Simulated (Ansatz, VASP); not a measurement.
**Na in VASP and in Ansatz**

```xyz
1
Lattice="-2.1125 2.1125 2.1125 2.1125 -2.1125 2.1125 2.1125 2.1125 -2.1125" Properties=species:S:1:pos:R:3 pbc="T T T"
Na    0.0000    0.0000    0.0000
```

Alike in both runs: task single point; functional r2SCAN; k mesh 11 × 11 × 11; no spin polarisation.

|  | VASP | Ansatz |
| --- | --- | --- |
| version | VASP 6.6.1 | Ansatz 0.2.0 |
| potentials or method | VASP PAW PBE potentials, release 64 (Na_pv), cutoff 520 eV | plane waves (500 eV) with PAW, scalar-relativistic |
| occupations | methfessel-paxton of order 1, width 1 eV | cold, width 1 eV |
| valence electrons in the cell | 7 | 9 |

|  | VASP | Ansatz | Ansatz less VASP |
| --- | --- | --- | --- |
| pressure (GPa) | 0.1 | 0.0 | -0.06 |

VASP's potentials were made for PBE, not for r2SCAN. VASP's potentials hold 7 valence electrons a cell and Ansatz's 9, so a difference there can come from the potentials and not from the codes.
